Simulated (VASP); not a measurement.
Runs of VASP 6.6.1 on Ge3S4. The structure is that of space group P-43m (No. 215), or close to it. The cells are those of the table. 

```tsv
task	cell	k mesh	cutoff (eV)	gap on the mesh (eV)	pressure (GPa)	largest force (eV/Å)
single point	a = 5.507 Å, 7 atoms	4 × 4 × 4	520	none	(a)	0.37
relaxation of cell and atoms	relaxed from a = 5.507 Å, 7 atoms	8 × 8 × 8	600	none	0.0	0.01
single point	a = 5.790 Å, 7 atoms	8 × 8 × 8	520	none	0.0	-
relaxation of cell and atoms	relaxed from a = 5.790 Å, 7 atoms	8 × 8 × 8	600	none	0.0	-
```

Alike in all rows: level PBE; potentials or basis VASP PAW PBE potentials, release 64 (Ge_d, S); no spin polarisation; smearing gaussian 0.1 eV.

Task: Fill in the values left out.

Result: (a) 0.4.

Caveats: the relaxation stopped at its first step, so nothing moved (some runs).

A k mesh can miss the band edges, and the runs leave out spin-orbit coupling on Ge.

A gap of «none» marks levels without a gap at the run's occupations.
